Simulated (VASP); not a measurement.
# Si2Mo (I4/mmm) in VASP: a series of runs

Si2Mo is run at these levels: PBEsol; tasks: single point.

Everything below comes from runs of VASP 6.6.1. Logs are shortened: lines on timing, memory, paths and dates and some standing lists are left out, and cuts for length are marked.

## (1) The cell of the first run

The structure is tetragonal, space group I4/mmm (No. 139). The conventional cell has a = 3.110 Å, b = 3.110 Å, c = 7.626 Å, α = 90.00°, β = 90.00°, γ = 90.00°. Within 3.3 Å of Si (site symmetry 4mm) lie 9 Si at 2.52 to 3.11 Å and 5 Mo at 2.53 to 2.56 Å. Within 3.3 Å of Mo (site symmetry 4/mmm) lie 10 Si at 2.53 to 2.56 Å and 4 Mo at 3.11 Å.

## (2) Single point, PBEsol (atoms displaced along a vibrational mode, the cell strained)

Input file INCAR:

```
SYSTEM = Si2Mo
  PREC = Accurate
  ENCUT = 520
  EDIFF = 1E-6
  ISMEAR = 0
  SIGMA = 0.15
  LREAL = .False.
  LASPH = .True.
  NELM = 60
  ALGO = Normal
  ISIF = 2
  LWAVE = .False.
  LCHARG = .True.
  GGA = PS
  LELF = .True.
  LVHAR = .True.
  NBANDS = 18
```

Input file KPOINTS:

```
regular mesh
0
Gamma
  18 18 18
  0 0 0
```

Input file POSCAR:

```
Si2Mo
1.0
   -1.5552445885      1.5552445885      3.8131363385
    1.5552445885     -1.5552445885      3.8131363385
    1.5552445885      1.5552445885     -3.8131363385
Si Mo
2 1
Direct
    0.3350567058      0.3350567058      0.0000000000
    0.6649432942      0.6649432942      0.0000000000
    0.0000000000      0.0000000000      0.0000000000
```

Potentials or basis: VASP PAW PBE potentials, release 64 (Si, Mo_sv).

Launch:

```
$ cat potpaw_PBE.64/Si/POTCAR potpaw_PBE.64/Mo_sv/POTCAR > POTCAR
$ mpirun -np 1 vasp_std > vasp.out
```

OUTCAR:

```text
SYSTEM = Si2Mo
   PREC = Accurate
   ENCUT = 520
   EDIFF = 1E-6
   ISMEAR = 0
   LREAL = .False.
   LASPH = .True.
   NELM = 60
   ISIF = 2
   GGA = PS

 ion  position               nearest neighbor table
   1  0.335  0.335  0.000-   2 2.52   3 2.53   3 2.53   3 2.53   3 2.53   2 2.55   2 2.55   2 2.55
                             2 2.55   3 2.56
   2  0.665  0.665  0.000-   1 2.52   3 2.53   3 2.53   3 2.53   3 2.53   1 2.55   1 2.55   1 2.55
                             1 2.55   3 2.56
   3  0.000  0.000  0.000-   2 2.53   2 2.53   2 2.53   1 2.53   2 2.53   1 2.53   1 2.53   1 2.53
                             1 2.56   2 2.56

  LATTYP: Found a body centered tetragonal cell.
 ALAT       =     3.1104891770
 C/A-ratio  =     2.4517920633

  Lattice vectors:

 A1 = (  -1.5552445885,   1.5552445885,   3.8131363385)
 A2 = (   1.5552445885,  -1.5552445885,   3.8131363385)
 A3 = (   1.5552445885,   1.5552445885,  -3.8131363385)

Analysis of symmetry for initial positions (statically):
=====================================================================
 Subroutine PRICEL returns:
 Original cell was already a primitive cell.

 Routine SETGRP: Setting up the symmetry group for a
 body centered tetragonal supercell.

 Subroutine GETGRP returns: Found 16 space group operations
 (whereof 16 operations were pure point group operations)
 out of a pool of 16 trial point group operations.

The static configuration has the point symmetry D_4h.

Analysis of symmetry for dynamics (positions and initial velocities):
=====================================================================
 Subroutine PRICEL returns:
 Original cell was already a primitive cell.

 Routine SETGRP: Setting up the symmetry group for a
 body centered tetragonal supercell.

 Subroutine GETGRP returns: Found 16 space group operations
 (whereof 16 operations were pure point group operations)
 out of a pool of 16 trial point group operations.

The dynamic configuration has the point symmetry D_4h.

 Subroutine INISYM returns: Found 16 space group operations
 (whereof 16 operations are pure point group operations),
 and found     1 'primitive' translations

----------------------------------------------------------------------------------------

                                     Primitive cell

  volume of cell :      36.8926

  direct lattice vectors                    reciprocal lattice vectors
    -1.555244588  1.555244588  3.813136339     0.000000000  0.321492840  0.131125655
     1.555244588 -1.555244588  3.813136339     0.321492840  0.000000000  0.131125655
     1.555244588  1.555244588 -3.813136339     0.321492840  0.321492840  0.000000000

  length of vectors
     4.401997296  4.401997296  4.401997296     0.347205391  0.347205391  0.454659535

  position of ions in fractional coordinates (direct lattice)
     0.335056706  0.335056706  0.000000000
     0.664943294  0.664943294  0.000000000
     0.000000000  0.000000000  0.000000000

  ion indices of the primitive-cell ions
   primitive index   ion index
                 1           1
                 2           2
                 3           3

----------------------------------------------------------------------------------------

 KPOINTS: regular mesh

Automatic generation of k-mesh.
 Grid dimensions read from file:
 generate k-points for:   18   18   18

 Generating k-lattice:

  Cartesian coordinates                     Fractional coordinates (reciprocal lattice)
     0.000000000  0.017860713  0.007284759     0.055555556  0.000000000 -0.000000000
     0.017860713  0.000000000  0.007284759     0.000000000  0.055555556 -0.000000000
     0.017860713  0.017860713  0.000000000     0.000000000  0.000000000  0.055555556

  Length of vectors
     0.019289188  0.019289188  0.025258863

  Shift w.r.t. Gamma in fractional coordinates (k-lattice)
     0.000000000  0.000000000  0.000000000

 Subroutine IBZKPT returns following result:
 ===========================================

 Found    480 irreducible k-points:

 Following reciprocal coordinates:
            Coordinates               Weight
  0.000000  0.000000  0.000000      1.000000
  0.055556  0.000000 -0.000000      8.000000
  0.111111  0.000000 -0.000000      8.000000
  0.166667  0.000000 -0.000000      8.000000
  0.222222  0.000000 -0.000000      8.000000
  0.277778  0.000000 -0.000000      8.000000
[... 16 lines left out ...]
 -0.277778  0.055556  0.000000     16.000000
 -0.222222  0.055556  0.000000     16.000000
 [... further k-points ...]
   k-points           NKPTS =    480   k-points in BZ     NKDIM =    480   number of bands    NBANDS=     18
   number of dos      NEDOS =    301   number of ions     NIONS =      3
   total plane-waves  NPLWV =  46656
   dimension x,y,z NGX =    36 NGY =   36 NGZ =   36
   dimension x,y,z NGXF=    72 NGYF=   72 NGZF=   72
   ions per type =               2   1
   NGX,Y,Z   is equivalent  to a cutoff of  13.60, 13.60, 13.60 a.u.
   NGXF,Y,Z  is equivalent  to a cutoff of  27.19, 27.19, 27.19 a.u.
 SYSTEM =  Si2Mo
   PREC   = accura    normal or accurate (medium, high low for compatibility)
   ISTART =      0    job   : 0-new  1-cont  2-samecut
   ICHARG =      2    charge: 1-file 2-atom 10-const
   ISPIN  =      1    spin polarized calculation?
   LNONCOLLINEAR =      F non collinear calculations
   LSORBIT =      F    spin-orbit coupling
   LASPH  =      T    aspherical Exc in radial PAW
   ENCUT  =  520.0 eV  38.22 Ry    6.18 a.u.   8.18  8.18  8.18*2*pi/ulx,y,z
   NELM   =     60;   NELMIN=  2; NELMDL= -5     # of ELM steps
   EDIFF  = 0.1E-05   stopping-criterion for ELM
   LREAL  =      F    real-space projection
   EDIFFG = 0.1E-04   stopping-criterion for IOM
   NSW    =      0    number of steps for IOM
   IBRION =     -1    ionic relax: 0-MD 1-quasi-New 2-CG
   NFREE  =      0    steps in history (QN), initial steepest desc. (CG)
   ISIF   =      2    stress and relaxation
   ISYM   =      2    0-nonsym 1-usesym 2-fastsym
   POTIM  = 0.5000    time-step for ionic-motion
   TEBEG  =    0.0;   TEEND  =   0.0 temperature during run
   PSTRESS=    0.0 pullay stress
   NELECT =      22.0000    total number of electrons
   NUPDOWN=      -1.0000    fix difference up-down
   EMIN   =  10.00;   EMAX   =-10.00  energy-range for DOS
   EFERMI =   0.00;   METHOD = LEGACY
   ISMEAR =     0;   SIGMA  =   0.15  broadening in eV -4-tet -1-fermi 0-gaus
   EFERMI_NEDOS =   21; number of points for ismear=-14 and -15
   IALGO  =     38    algorithm
   IMIX   =      4    mixing-type and parameters
     AMIX     =   0.40;   BMIX     =  1.00
     AMIX_MAG =   1.60;   BMIX_MAG =  1.00
  volume/ion in A,a.u.               =      12.30        82.99
  Fermi-wavevector in a.u.,A,eV,Ry     =   1.377957  2.603962 25.834291  1.898767
  Thomas-Fermi vector in A             =   2.503063
   LORBIT       =      0    0 simple, 1 ext, 2 COOP (PROOUT), +10 PAW based schemes
   GGA     = PS    functional components
   LHFCALC =     F    Hartree Fock is set to
   AEXX    =    0.0000 exact exchange contribution
   IVDW    =     0    specifies the selected vdW correction
   LEPSILON=     F    determine dielectric tensor
   LRPA    =     F    only Hartree local field effects (RPA)
 non-spin polarized calculation
 Gauss-broadening in eV      SIGMA  =   0.15
  energy-cutoff  :      520.00
  volume of cell :       36.89
 maximum number of plane-waves:      1015
 NGX is ok and might be reduce to    36
   NGX = 17   NGY = 17   NGZ = 17

 number of electron      22.0000000 magnetization

 Free energy of the ion-electron system (eV)
  ---------------------------------------------------
  ext. energy  EPLUGINS =         0.00000000
  ---------------------------------------------------
  free energy    TOTEN  =       -24.90367845 eV

  energy without entropy =      -24.90109950  energy(sigma->0) =      -24.90238897

 E-fermi :  13.5068     XC(G=0): -12.9260

 val. band max:       13.4816068480   @ k =  -0.4444  -0.4444   0.4444
 cond. band min:      13.5075008055   @ k =  -0.4444  -0.4444   0.2778
 fundamental gap:      0.0258939575
 Fermi energy:        13.5068394608

 k-point     1 :       0.0000    0.0000    0.0000
  band No.  band energies     occupation
      1     -46.9932      2.00000
      2     -21.2450      2.00000
      3     -21.1134      2.00000
      4     -21.1134      2.00000
      5      -0.5811      2.00000
      6       6.5509      2.00000
[... 10 lines left out ...]
     17      19.1917      0.00000
     18      19.1917      0.00000

 k-point     2 :       0.0556    0.0000   -0.0000
  band No.  band energies     occupation
      1     -46.9923      2.00000
      2     -21.2442      2.00000
      3     -21.1247      2.00000
      4     -21.1124      2.00000
      5      -0.5198      2.00000
      6       6.5666      2.00000
[... 10 lines left out ...]
     17      19.2218      0.00000
     18      19.5553      0.00000

 k-point     3 :       0.1111    0.0000   -0.0000
  band No.  band energies     occupation
      1     -46.9898      2.00000
      2     -21.2419      2.00000
      3     -21.1568      2.00000
      4     -21.1094      2.00000
      5      -0.3376      2.00000
      6       6.6031      2.00000
[... 10 lines left out ...]
     17      19.3935      0.00000
     18      20.3435      0.00000

 k-point     4 :       0.1667    0.0000   -0.0000
  band No.  band energies     occupation
      1     -46.9861      2.00000
      2     -21.2384      2.00000
      3     -21.2056      2.00000
      4     -21.1048      2.00000
      5      -0.0396      2.00000
      6       6.6201      2.00000
[... 10 lines left out ...]
     17      19.9127      0.00000
     18      21.3185      0.00000

 k-point     5 :       0.2222    0.0000   -0.0000
  band No.  band energies     occupation
      1     -46.9815      2.00000
      2     -21.2657      2.00000
      3     -21.2333      2.00000
      4     -21.0992      2.00000
      5       0.3664      2.00000
      6       6.5213      2.00000
[... 10 lines left out ...]
     17      20.6945      0.00000
     18      22.3800      0.00000

 k-point     6 :       0.2778    0.0000   -0.0000
  band No.  band energies     occupation
      1     -46.9765      2.00000
      2     -21.3282      2.00000
      3     -21.2287      2.00000
      4     -21.0931      2.00000
      5       0.8695      2.00000
      6       6.1888      2.00000
[... 10 lines left out ...]
     17      21.2909      0.00000
     18      22.8868      0.00000

 k-point     7 :       0.3333    0.0000   -0.0000
  band No.  band energies     occupation
      1     -46.9719      2.00000
      2     -21.3864      2.00000
      3     -21.2242      2.00000
      4     -21.0875      2.00000
      5       1.4564      2.00000
      6       5.6488      2.00000
[... 10 lines left out ...]
     17      21.1573      0.00000
     18      23.2141      0.00000

 k-point     8 :       0.3889    0.0000   -0.0000
  band No.  band energies     occupation
      1     -46.9681      2.00000
      2     -21.4336      2.00000
      3     -21.2205      2.00000
      4     -21.0829      2.00000
      5       2.1102      2.00000
      6       5.0010      2.00000
[... 10 lines left out ...]
     17      20.8003      0.00000
     18      22.3610      0.00000
[... 229 lines left out ...]
     17      20.9211      0.00000
     18      21.5310      0.00000

 k-point    20 :      -0.4444    0.0556    0.0000
  band No.  band energies     occupation
      1     -46.9649      2.00000
      2     -21.4623      2.00000
      3     -21.2163      2.00000
      4     -21.0902      2.00000
      5       2.7673      2.00000
      6       4.3961      2.00000
[... 10 lines left out ...]
     17      20.9497      0.00000
     18      22.0735      0.00000

 k-point    21 :      -0.3889    0.0556    0.0000
  band No.  band energies     occupation
      1     -46.9673      2.00000
      2     -21.4318      2.00000
      3     -21.2183      2.00000
      4     -21.0933      2.00000
      5       2.0691      2.00000
      6       5.1010      2.00000
[... 10 lines left out ...]
     17      21.0666      0.00000
     18      23.0008      0.00000

 k-point    22 :      -0.3333    0.0556    0.0000
  band No.  band energies     occupation
      1     -46.9711      2.00000
      2     -21.3847      2.00000
      3     -21.2217      2.00000
      4     -21.0980      2.00000
      5       1.4215      2.00000
      6       5.7798      2.00000
[... 10 lines left out ...]
     17      21.2323      0.00000
     18      22.5126      0.00000

 k-point    23 :      -0.2778    0.0556    0.0000
  band No.  band energies     occupation
      1     -46.9757      2.00000
      2     -21.3265      2.00000
      3     -21.2261      2.00000
      4     -21.1037      2.00000
      5       0.8455      2.00000
      6       6.3868      2.00000
[... 10 lines left out ...]
     17      21.0981      0.00000
     18      22.1938      0.00000

 k-point    24 :      -0.2222    0.0556    0.0000
  band No.  band energies     occupation
      1     -46.9807      2.00000
      2     -21.2641      2.00000
      3     -21.2309      2.00000
      4     -21.1099      2.00000
      5       0.3565      2.00000
      6       6.7739      2.00000
[... 10 lines left out ...]
     17      20.3678      0.00000
     18      22.3657      0.00000

 [... further k-points ...]

------------------------ aborting loop because EDIFF is reached ----------------------------------------

  FORCE on cell =-STRESS in cart. coord.  units (eV):
  Direction    XX          YY          ZZ          XY          YZ          ZX
  --------------------------------------------------------------------------------------
  -------------------------------------------------------------------------------------
  Total        4.4915157      4.4915157      5.0942411      0.0000000      0.0000000      0.0000000
  in kB      195.0580060    195.0580060    221.2332271      0.0000000      0.0000000      0.0000000
  external PRESSURE =     203.7830797 kB  Pullay stress =       0.0000000 kB

 VOLUME and BASIS-vectors are now :
 -----------------------------------------------------------------------------
  energy-cutoff  :      520.00
  volume of cell :       36.89
      direct lattice vectors                 reciprocal lattice vectors
    -1.555244588  1.555244588  3.813136339     0.000000000  0.321492840  0.131125655
     1.555244588 -1.555244588  3.813136339     0.321492840  0.000000000  0.131125655
     1.555244588  1.555244588 -3.813136339     0.321492840  0.321492840  0.000000000

 POSITION                                       TOTAL-FORCE (eV/Angst)
 -----------------------------------------------------------------------------------
      0.00000      0.00000      2.55523         0.000000      0.000000     -0.199471
      0.00000      0.00000      5.07104        -0.000000     -0.000000      0.199471
      0.00000      0.00000      0.00000        -0.000000     -0.000000     -0.000000
 -----------------------------------------------------------------------------------
    total drift:                               -0.000000      0.000000     -0.000000

  FREE ENERGIE OF THE ION-ELECTRON SYSTEM (eV)
  ---------------------------------------------------
  free  energy   TOTEN  =       -24.9036784468 eV

  energy  without entropy=      -24.9010994956  energy(sigma->0) =      -24.90238897
```

It took 7.7 min on 1 thread of Intel Xeon Platinum 8488C (Sapphire Rapids), shared host; peak memory 0.43 GiB.

What came out:

| Quantity | Value |
| --- | --- |
| Free energy | -24.9037 eV |
| Pressure | 20.4 GPa |
| Largest force | 0.199 eV/Å |
| Band gap on the k mesh | zero (bands 11 and 12 overlap by 0.97 eV) |

Forces in eV/Å, atoms in the order of the input:
```
Si   0.000  0.000 -0.199
Si   0.000  0.000  0.199
Mo   0.000  0.000  0.000
```

Caveat: the cell differs from its parent crystal (atoms displaced along a vibrational mode, the cell strained); the cell stands under pressure; the PAW data sets were made with another functional, which shifts forces and pressure a little.

## (3) Single point, PBEsol (atoms displaced along a vibrational mode, the cell strained)

Input file INCAR:

```
SYSTEM = Si2Mo
ALGO = Normal
EDIFF = 1E-7
ENCUT = 520
GGA = PS
ISIF = 2
ISMEAR = 0
LASPH = .True.
LCHARG = .False.
LREAL = .False.
LWAVE = .False.
NBANDS = 18
NELM = 100
PREC = Accurate
SIGMA = 0.15
```

Input file KPOINTS:

```
k-points
0
Gamma
  18 18 18
  0 0 0
```

Input file POSCAR:

```
Si2Mo
1.0
   -1.5684841066      1.5684841066      3.8455968837
    1.5684841066     -1.5684841066      3.8455968837
    1.5684841066      1.5684841066     -3.8455968837
Si Mo
2 1
Direct
    0.3350567058      0.3350567058      0.0000000000
    0.6649432942      0.6649432942      0.0000000000
    0.0000000000      0.0000000000      0.0000000000
```

Potentials or basis: VASP PAW PBE potentials, release 64 (Si, Mo_sv).

Launch:

```
$ cat potpaw_PBE.64/Si/POTCAR potpaw_PBE.64/Mo_sv/POTCAR > POTCAR
$ mpirun -np 1 vasp_std > vasp.out
```

Wall time 7.2 min (1 thread of Intel Xeon Platinum 8488C (Sapphire Rapids), shared host); peak memory 0.44 GiB.

It converged, with:

```yaml
Free_energy: -25.0023 eV
Pressure: 13.0 GPa
Largest_force: 0.131 eV/Å
Band_gap_on_the_k_mesh: zero (bands 11 and 12 overlap by 0.97 eV)
```

Forces in eV/Å, atoms in the order of the input:
```
Si   0.000  0.000 -0.131
Si   0.000  0.000  0.131
Mo   0.000  0.000  0.000
```

Stress tensor (GPa, compression positive):
```
12.42  0.00  0.00
 0.00 12.42  0.00
 0.00  0.00 14.04
```

Levels at points of the mesh, in eV from the Fermi level:
```tsv
k point	band 8	band 9	band 10	band 11	band 12	band 13	band 14	band 15
(0.00, 0.00, 0.00)	-3.31	-2.78	-2.78	0.41	2.95	3.57	3.72	3.72
(0.50, 0.00, 0.00)	-4.66	-2.80	-2.76	-0.58	2.48	3.24	4.35	4.57
(0.50, 0.50, 0.00)	-5.14	-4.66	-3.31	-1.20	2.54	3.02	3.41	3.55
(0.50, 0.50, 0.50)	-2.38	-0.62	-0.62	-0.44	-0.44	0.56	5.00	5.88
```

Caveat: the cell differs from its parent crystal (atoms displaced along a vibrational mode, the cell strained); the cell stands under pressure; the PAW data sets were made with another functional, which shifts forces and pressure a little.
